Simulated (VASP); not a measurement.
Input of a VASP 6.6.1 run:

Contents of INCAR:

```
PREC = Accurate
ENCUT = 520
EDIFF = 1E-6
ISMEAR = 0
SIGMA = 0.15
LREAL = F
LASPH = T
NELM = 100
ALGO = Fast
ISIF = 2
LWAVE = F
LCHARG = F
GGA = PE
NBANDS = 18
```

KPOINTS

```
regular mesh
0
Gamma
  12 12 12
```

Contents of POSCAR:

```
ScAl3
1.0
    4.1053305968      0.0000000000      0.0000000000
    0.0000000000      4.1053305968      0.0000000000
    0.0000000000      0.0000000000      4.1053305968
Sc Al
1 3
Direct
    0.0000000000      0.0000000000      0.0000000000
    0.5193771271      0.0193771271      0.5000000000
    0.0193771271      0.5193771271      0.5000000000
    0.5193771271      0.5193771271      0.0000000000
```

Potentials or basis: VASP PAW PBE potentials, release 64 (Sc_sv, Al).

Launch:

```console
$ cat potpaw_PBE.64/Sc_sv/POTCAR potpaw_PBE.64/Al/POTCAR > POTCAR
$ mpirun -np 1 vasp_std > vasp.out
```

Problem. What does it give for the band gap on the k mesh?

Solution. Zero (bands 10 and 11 overlap by 3.84 eV).

Problem. What does it give for the pressure?

Solution. 0.4 GPa.

Problem. Estimate the largest force.

Solution. 1.061 eV/Å.

Stress tensor (GPa, compression positive):
```
0.40 0.22 0.00
0.22 0.40 0.00
0.00 0.00 0.37
```

Caveat: the cell differs from its parent crystal (all Al atoms moved +0.113 Å, as atom 2 along Cartesian [1 1 0]); forces of over 1 eV/Å act on the atoms, so gaps and moduli don't describe the material at rest.
